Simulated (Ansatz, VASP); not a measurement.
# Al3GaN4 in VASP and in Ansatz

```
CELL_PARAMETERS angstrom
3.99460 0.00000 0.00000
0.00000 3.99460 0.00000
0.00000 0.00000 4.79192
ATOMIC_POSITIONS crystal
Al 0.50000 0.50000 0.00000
Al 0.50000 0.00000 0.50000
Al 0.00000 0.50000 0.50000
Ga 0.00000 0.00000 0.00000
N 0.74471 0.74471 0.25529
N 0.74471 0.25529 0.74471
N 0.25529 0.74471 0.74471
N 0.25529 0.25529 0.25529
```

Alike in both runs: task single point; functional PBEsol; k mesh 6 × 6 × 6; occupations gaussian, width 0.05 eV; no spin polarisation.

|  | VASP | Ansatz |
| --- | --- | --- |
| version | VASP 6.6.1 | Ansatz 0.2.0 |
| potentials or method | VASP PAW PBE potentials, release 64 (Al, Ga_d, N), cutoff 520 eV | scalar-relativistic, plane waves, PAW |
| valence electrons in the cell | 42 | 42 |

|  | VASP | Ansatz | Ansatz less VASP |
| --- | --- | --- | --- |
| gap on the k mesh at the Fermi level (eV) | 2.60 | 2.61 | +0.009 |
| least direct gap on the mesh (eV) | 2.77 | 2.78 | +0.007 |
| pressure (GPa) | 24.9 | 24.9 | -0.04 |
| traceless stress, the component that is largest in VASP (GPa) | -25.61 | -25.55 | +0.059 |
| rms of the force components (eV/Å) | 0.081 | 0.080 | -0.0013 |

VASP's potentials were made for PBE, not for PBEsol. Atom by atom the forces differ by 0.009 eV/Å (rms over components).
